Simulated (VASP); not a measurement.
# Si (P6_3/mmc) in VASP: relaxation of cell and atoms with PBEsol

Aim: the relaxation of cell and atoms of Si with PBEsol.

Everything below comes from runs of VASP 6.6.1. Logs are shortened: lines on timing, memory, paths and dates and some standing lists are left out, and cuts for length are marked.

**1. The cell of the first run**

The structure is hexagonal, space group P6_3/mmc (No. 194). The conventional cell has a = 2.769 Å, b = 2.769 Å, c = 9.044 Å, α = 90.00°, β = 90.00°, γ = 120.00°. Within 3.6 Å of Si (site symmetry -3m) lie 12 Si at 2.77 Å. Within 3.6 Å of Si (site symmetry -6m2) lie 12 Si at 2.77 Å.

This isn't the form of Si at room conditions, which is diamond.

**2. Relaxation of cell and atoms, PBEsol**

The input, INCAR:

```
SYSTEM = Si
ALGO = Normal
EDIFF = 1E-6
EDIFFG = -0.01
ENCUT = 600
GGA = PS
IBRION = 2
ISIF = 3
ISMEAR = -1
LASPH = .True.
LCHARG = .False.
LREAL = .False.
LWAVE = .False.
NELM = 100
NSW = 80
PREC = Accurate
SIGMA = 0.1
```

The input, KPOINTS:

```
k-points
0
Gamma
  13 13 4
  0 0 0
```

The input, POSCAR:

```
Si
1.0
    2.7691764586      0.0000000000      0.0000000000
   -1.3845882293      2.3981771607      0.0000000000
    0.0000000000      0.0000000000      9.0441303138
Si
4
Direct
    0.0000000000      0.0000000000      0.0000000000
    0.0000000000      0.0000000000      0.5000000000
    0.3333333333      0.6666666667      0.2500000000
    0.6666666667      0.3333333333      0.7500000000
```

Potentials or basis: VASP PAW PBE potentials, release 64 (Si).

The run is started by

```bash
$ cat potpaw_PBE.64/Si/POTCAR > POTCAR
$ mpirun -np 1 vasp_std > vasp.out
```

OUTCAR:

```text
SYSTEM = Si
   EDIFF = 1E-6
   EDIFFG = -0.01
   ENCUT = 600
   GGA = PS
   IBRION = 2
   ISIF = 3
   ISMEAR = -1
   LASPH = .True.
   LREAL = .False.
   NELM = 100
   NSW = 80
   PREC = Accurate

 ion  position               nearest neighbor table
   1  0.000  0.000  0.000-   3 2.77   4 2.77   3 2.77   4 2.77   4 2.77   3 2.77
   2  0.000  0.000  0.500-   3 2.77   4 2.77   3 2.77   4 2.77   4 2.77   3 2.77
   3  0.333  0.667  0.250-   1 2.77   2 2.77   1 2.77   2 2.77   1 2.77   2 2.77
   4  0.667  0.333  0.750-   1 2.77   2 2.77   1 2.77   2 2.77   1 2.77   2 2.77

  LATTYP: Found a hexagonal cell.
 ALAT       =     2.7691764586
 C/A-ratio  =     3.2660000000

  Lattice vectors:

 A1 = (   2.7691764586,   0.0000000000,   0.0000000000)
 A2 = (  -1.3845882293,   2.3981771607,   0.0000000000)
 A3 = (   0.0000000000,   0.0000000000,   9.0441303138)

Analysis of symmetry for initial positions (statically):
=====================================================================
 Subroutine PRICEL returns:
 Original cell was already a primitive cell.

 Routine SETGRP: Setting up the symmetry group for a
 hexagonal supercell.

 Subroutine GETGRP returns: Found 24 space group operations
 (whereof 12 operations were pure point group operations)
 out of a pool of 24 trial point group operations.

The static configuration has the point symmetry D_3d.
 The point group associated with its full space group is D_6h.

Analysis of symmetry for dynamics (positions and initial velocities):
=====================================================================
 Subroutine PRICEL returns:
 Original cell was already a primitive cell.

 Routine SETGRP: Setting up the symmetry group for a
 hexagonal supercell.

 Subroutine GETGRP returns: Found 24 space group operations
 (whereof 12 operations were pure point group operations)
 out of a pool of 24 trial point group operations.

The dynamic configuration has the point symmetry D_3d.
 The point group associated with its full space group is D_6h.

 Subroutine INISYM returns: Found 24 space group operations
 (whereof 12 operations are pure point group operations),
 and found     1 'primitive' translations

----------------------------------------------------------------------------------------

                                     Primitive cell

  volume of cell :      60.0618

  direct lattice vectors                    reciprocal lattice vectors
     2.769176459  0.000000000  0.000000000     0.361118193  0.208491686  0.000000000
    -1.384588229  2.398177161  0.000000000     0.000000000  0.416983372  0.000000000
     0.000000000  0.000000000  9.044130314     0.000000000  0.000000000  0.110568951

  length of vectors
     2.769176459  2.769176459  9.044130314     0.416983372  0.416983372  0.110568951

  position of ions in fractional coordinates (direct lattice)
     0.000000000  0.000000000  0.000000000
     0.000000000  0.000000000  0.500000000
     0.333333333  0.666666667  0.250000000
     0.666666667  0.333333333  0.750000000

  ion indices of the primitive-cell ions
   primitive index   ion index
                 1           1
                 2           2
                 3           3
                 4           4

----------------------------------------------------------------------------------------

 KPOINTS: k-points

Automatic generation of k-mesh.
 Grid dimensions read from file:
 generate k-points for:   13   13    4

 Generating k-lattice:

  Cartesian coordinates                     Fractional coordinates (reciprocal lattice)
     0.027778323  0.016037822  0.000000000     0.076923077  0.000000000  0.000000000
     0.000000000  0.032075644  0.000000000     0.000000000  0.076923077  0.000000000
     0.000000000  0.000000000  0.027642238     0.000000000  0.000000000  0.250000000

  Length of vectors
     0.032075644  0.032075644  0.027642238

  Shift w.r.t. Gamma in fractional coordinates (k-lattice)
     0.000000000  0.000000000  0.000000000

 Subroutine IBZKPT returns following result:
 ===========================================

 Found     63 irreducible k-points:

 Following reciprocal coordinates:
            Coordinates               Weight
  0.000000  0.000000  0.000000      1.000000
  0.076923 -0.000000  0.000000      6.000000
  0.153846 -0.000000  0.000000      6.000000
  0.230769  0.000000  0.000000      6.000000
  0.307692 -0.000000  0.000000      6.000000
  0.384615 -0.000000  0.000000      6.000000
[... 16 lines left out ...]
  0.076923 -0.000000  0.250000     12.000000
  0.153846 -0.000000  0.250000     12.000000
 [... further k-points ...]
   k-points           NKPTS =     63   k-points in BZ     NKDIM =     63   number of bands    NBANDS=     12
   number of dos      NEDOS =    301   number of ions     NIONS =      4
   total plane-waves  NPLWV =  41472
   dimension x,y,z NGX =    24 NGY =   24 NGZ =   72
   dimension x,y,z NGXF=    48 NGYF=   48 NGZF=  144
   ions per type =               4
   NGX,Y,Z   is equivalent  to a cutoff of  14.41, 14.41, 13.23 a.u.
   NGXF,Y,Z  is equivalent  to a cutoff of  28.82, 28.82, 26.47 a.u.
 SYSTEM =  Si
   PREC   = accura    normal or accurate (medium, high low for compatibility)
   ISTART =      0    job   : 0-new  1-cont  2-samecut
   ICHARG =      2    charge: 1-file 2-atom 10-const
   ISPIN  =      1    spin polarized calculation?
   LNONCOLLINEAR =      F non collinear calculations
   LSORBIT =      F    spin-orbit coupling
   LASPH  =      T    aspherical Exc in radial PAW
   ENCUT  =  600.0 eV  44.10 Ry    6.64 a.u.   5.53  5.53 18.06*2*pi/ulx,y,z
   NELM   =    100;   NELMIN=  2; NELMDL= -5     # of ELM steps
   EDIFF  = 0.1E-05   stopping-criterion for ELM
   LREAL  =      F    real-space projection
   EDIFFG = -.1E-01   stopping-criterion for IOM
   NSW    =     80    number of steps for IOM
   IBRION =      2    ionic relax: 0-MD 1-quasi-New 2-CG
   NFREE  =      1    steps in history (QN), initial steepest desc. (CG)
   ISIF   =      3    stress and relaxation
   ISYM   =      2    0-nonsym 1-usesym 2-fastsym
   POTIM  = 0.5000    time-step for ionic-motion
   TEBEG  =    0.0;   TEEND  =   0.0 temperature during run
   PSTRESS=    0.0 pullay stress
   NELECT =      16.0000    total number of electrons
   NUPDOWN=      -1.0000    fix difference up-down
   EMIN   =  10.00;   EMAX   =-10.00  energy-range for DOS
   EFERMI =   0.00;   METHOD = LEGACY
   ISMEAR =    -1;   SIGMA  =   0.10  broadening in eV -4-tet -1-fermi 0-gaus
   EFERMI_NEDOS =   21; number of points for ismear=-14 and -15
   IALGO  =     38    algorithm
   IMIX   =      4    mixing-type and parameters
     AMIX     =   0.40;   BMIX     =  1.00
     AMIX_MAG =   1.60;   BMIX_MAG =  1.00
  volume/ion in A,a.u.               =      15.02       101.33
  Fermi-wavevector in a.u.,A,eV,Ry     =   1.053372  1.990585 15.096934  1.109593
  Thomas-Fermi vector in A             =   2.188491
   LORBIT       =      0    0 simple, 1 ext, 2 COOP (PROOUT), +10 PAW based schemes
   GGA     = PS    functional components
   LHFCALC =     F    Hartree Fock is set to
   AEXX    =    0.0000 exact exchange contribution
   IVDW    =     0    specifies the selected vdW correction
   LEPSILON=     F    determine dielectric tensor
   LRPA    =     F    only Hartree local field effects (RPA)
 conjugate gradient relaxation of ions
 non-spin polarized calculation
  energy-cutoff  :      600.00
  volume of cell :       60.06
 maximum number of plane-waves:      2046
 NGX is ok and might be reduce to    24
   NGX = 11   NGY = 11   NGZ = 37

--------------------------------------- Ionic step        1  -------------------------------------------

 number of electron      16.0000001 magnetization

 Free energy of the ion-electron system (eV)
  ---------------------------------------------------
  ext. energy  EPLUGINS =         0.00000000
  ---------------------------------------------------
  free energy    TOTEN  =       -21.37003095 eV

  energy without entropy =      -21.31564928  energy(sigma->0) =      -21.34284011

 E-fermi :   9.5834     XC(G=0): -11.0984

 val. band max:        9.5561405313   @ k =   0.3846   0.1538   0.0000
 cond. band min:       9.5932532665   @ k =   0.3077   0.3077   0.0000
 fundamental gap:      0.0371127352
 Fermi energy:         9.5833879439

 k-point     1 :       0.0000    0.0000    0.0000
  band No.  band energies     occupation
      1      -4.4769      2.00000
      2      -2.7103      2.00000
      3      -2.7098      2.00000
      4       2.1352      2.00000
      5       2.9127      2.00000
      6      10.9066      0.00000
      7      10.9072      0.00000
      8      17.5953      0.00000
      9      17.5953      0.00000
     10      18.1823      0.00000
     11      18.1823      0.00000
     12      18.8021      0.00000
[... 532 lines left out ...]
  energy  without entropy=      -21.3918479215  energy(sigma->0) =      -21.41651737

--------------------------------------- Ionic step        6  -------------------------------------------

 number of electron      16.0000000 magnetization

 Free energy of the ion-electron system (eV)
  ---------------------------------------------------
  ext. energy  EPLUGINS =         0.00000000
  ---------------------------------------------------
  free energy    TOTEN  =       -21.44159385 eV

  energy without entropy =      -21.39304407  energy(sigma->0) =      -21.41731896

 E-fermi :  10.4472     XC(G=0): -11.3599

 val. band max:       10.3937432347   @ k =   0.2308   0.2308   0.2500
 cond. band min:      10.4548112283   @ k =   0.3846   0.1538   0.0000
 fundamental gap:      0.0610679936
 Fermi energy:        10.4472147801

 k-point     1 :       0.0000    0.0000    0.0000
  band No.  band energies     occupation
      1      -4.2195      2.00000
      2      -2.4119      2.00000
      3      -2.4059      2.00000
      4       2.6018      2.00000
      5       3.2889      2.00000
      6      11.5272      0.00004
      7      11.5277      0.00004
      8      19.2310      0.00000
      9      19.2310      0.00000
     10      19.7706      0.00000
     11      19.7706      0.00000
     12      20.5254      0.00000
[... 376 lines left out ...]
  FREE ENERGIE OF THE ION-ELECTRON SYSTEM (eV)
  ---------------------------------------------------
  free  energy   TOTEN  =       -21.4415938473 eV

  energy  without entropy=      -21.3930440722  energy(sigma->0) =      -21.41731896

 reached required accuracy - stopping structural energy minimisation
```

Run time: 2.7 min. Hardware: 1 thread of Intel Xeon Platinum 8259CL at 2.50GHz (Skylake/Cascade Lake), shared host; peak memory 0.2 GiB.

What came out:

```
Free energy                           : -21.4416 eV
Relaxed volume                        : 14.07 Å³/atom
Relaxed cell                          : a = 2.696 Å, b = 2.696 Å, c = 8.936 Å, α = 90.00°, β = 90.00°, γ = 120.00°
Space group after relaxing (to 0.1 Å) : P6_3/mmc (No. 194)
Energy gained by relaxing             : 17.9 meV/atom
Ionic steps                           : 6
Pressure after relaxing               : -0.1 GPa
```

The path:
| step | energy change (eV) | largest force (eV/Å) | pressure (GPa) | volume (Å³) |
| --- | --- | --- | --- | --- |
| 1 | 0.0000 | 0.0000 | -5.40 | 60.06 |
| 2 | -0.0692 | 0.0000 | 0.77 | 55.77 |
| 3 | -0.0701 | 0.0000 | 0.07 | 56.18 |
| 4 | -0.0701 | 0.0000 | -0.05 | 56.25 |
| 5 | -0.0712 | 0.0000 | -0.06 | 56.26 |
| 6 | -0.0716 | 0.0000 | -0.06 | 56.26 |

Final structure:
```
Si
1.0
     2.69628    0.00000    0.00000
    -1.34814    2.33505    0.00000
     0.00000    0.00000    8.93634
Si
4
Direct
  0.00000 0.00000 0.00000
  0.00000 0.00000 0.50000
  0.33333 0.66667 0.25000
  0.66667 0.33333 0.75000
```

Caveat: the highest band is partly filled, so the run has too few bands; the PAW data sets were made with another functional, which shifts forces and pressure a little.
